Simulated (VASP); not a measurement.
Here is a VASP 6.6.1 calculation.

File INCAR:

```
  PREC = Accurate
  ENCUT = 520
  EDIFF = 1E-6
  ISMEAR = -1
  SIGMA = 0.02
  LREAL = False
  LASPH = True
  NELM = 60
  ALGO = Normal
  ISIF = 2
  LWAVE = False
  LCHARG = True
  GGA = PE
  LELF = True
  LVHAR = True
  NBANDS = 28
```

File KPOINTS:

```
regular mesh
0
Gamma
  6 6 6
```

The input POSCAR:

```
BaZrO3
1.0
    4.2894620125      0.0000000000      0.0000000000
    0.0000000000      4.2894620125      0.0000000000
    0.0000000000      0.0000000000      4.2894620125
Ba Zr O
1 1 3
Direct
    0.0000000000      0.0000000000      0.0000000000
    0.5000000000      0.5000000000      0.5000000000
    0.5000000000      0.5000000000      0.0000000000
    0.5000000000      0.0000000000      0.5000000000
    0.0000000000      0.5000000000      0.5000000000
```

Potentials or basis: VASP PAW PBE potentials, release 64 (Ba_sv, Zr_sv, O).

Run with:

```console
$ cat potpaw_PBE.64/Ba_sv/POTCAR potpaw_PBE.64/Zr_sv/POTCAR potpaw_PBE.64/O/POTCAR > POTCAR
$ mpirun -np 1 vasp_std > vasp.out
```

Question: Predict the pressure.

Answer: -5.2 GPa.

Question: Predict the band gap on the k mesh.

Answer: 3.03 eV (least direct gap 3.32 eV).

Caveat: the cell differs from its parent crystal (strain +2.0%); the cell stands under tension; spin-orbit coupling is left out, which moves the levels of the heavy elements. A k mesh can miss the band edges.
